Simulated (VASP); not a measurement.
HfN:

```xyz
2
Lattice="3.0990 0.0000 0.0000 -1.5495 2.6838 0.0000 0.0000 0.0000 2.9130" Properties=species:S:1:pos:R:3 pbc="T T T"
Hf    0.0000    0.0000    0.0000
N     1.5495    0.8946    1.4565
```

Base run:

| Quantity | Value |
| --- | --- |
| Program | VASP 6.6.1 |
| Functional | PBE |
| Potentials or basis | VASP PAW PBE potentials, release 64 (Hf_pv, N) |
| Cutoff | 600 eV |
| k mesh | 14 × 14 × 12 |
| Occupations | gaussian, width 0.05 eV |
| Spin | no spin polarisation |

Its results: pressure -2.1 GPa.

**Question.** The run is repeated on the same cell with these changes: functional from PBE to LDA; potentials or basis from VASP PAW PBE potentials, release 64 (Hf_pv, N) to VASP PAW LDA potentials, release 64 (Hf_pv, N). What comes out?

**Answer.** Pressure -14.8 GPa.
